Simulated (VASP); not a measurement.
## TiB2: single point with LDA

Crystal: TiB2.

```
CELL_PARAMETERS angstrom
3.04926 0.00000 0.00000
-1.52463 2.64074 0.00000
0.00000 0.00000 3.24978
ATOMIC_POSITIONS crystal
Ti 0.00000 0.00000 0.00000
B 0.33333 0.66667 0.50000
B 0.66667 0.33333 0.50000
```

```json
{
 "Program": "VASP 6.6.1",
 "Task": "single point",
 "Functional": "LDA",
 "Potentials or basis": "VASP PAW LDA potentials, release 64 (Ti_sv, B)",
 "Cutoff": "520 eV",
 "k mesh": "11 × 11 × 9",
 "Occupations": "fermi-dirac, width 0.1 eV",
 "Spin": "no spin polarisation"
}
```

```yaml
Pressure: -15.2 GPa
Band_gap_on_the_k_mesh: zero (band 9 reaches 9.87 eV, above the bottom of band 10 at 9.44 eV)
```

Stress tensor (GPa, compression positive):
```
-15.06   0.00   0.00
  0.00 -15.06   0.00
  0.00   0.00 -15.60
```

Levels at points of the mesh, in eV from the Fermi level:
```tsv
k point	band 7	band 8	band 9	band 10	band 11	band 12
(0.00, 0.00, 0.00)	-2.51	-2.21	-2.03	1.85	1.85	3.58
```

It took 53 s on 1 thread of AMD EPYC 7R13 (shared host), peak memory 0.12 GiB.
